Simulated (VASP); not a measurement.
## AlCu3: single point with PBEsol

AlCu3:

```
Al Cu
1.0
     0.00000    2.82906    2.82906
     2.82906    0.00000    2.82906
     2.82906    2.82906    0.00000
Al Cu
1 3
Direct
  0.00000 0.00000 0.00000
  0.50000 0.50000 0.50000
  0.25000 0.25000 0.25000
  0.75000 0.75000 0.75000
```

```
Program             : VASP 6.6.1
Task                : single point
Functional          : PBEsol
Potentials or basis : VASP PAW PBE potentials, release 64 (Al, Cu)
Cutoff              : 520 eV
k mesh              : 12 × 12 × 12
Occupations         : fermi-dirac, width 0.15 eV
Spin                : no spin polarisation
```

```json
{"Pressure": "10.6 GPa", "Band gap on the k mesh": "zero (bands 18 and 19 overlap by 6.01 eV)"}
```

Levels at points of the mesh, in eV from the Fermi level:
```csv
k point,band 15,band 16,band 17,band 18,band 19,band 20,band 21,band 22
"(0.00, 0.00, 0.00)",-2.66,-2.66,3.78,3.78,3.78,4.33,4.33,4.33
"(0.50, 0.00, 0.00)",-2.61,-2.61,-2.30,2.66,2.66,3.05,3.05,3.91
"(0.50, 0.50, 0.00)",-2.52,-2.46,-2.39,-2.39,-2.23,2.11,2.58,11.21
```

Wall time 67 s on 1 thread of Intel(R) Xeon(R) 6975P-C (Granite Rapids), on a shared host, peak memory 0.21 GiB.

Caveat: the cell stands under pressure; the PAW data sets were made with another functional, which shifts forces and pressure a little.
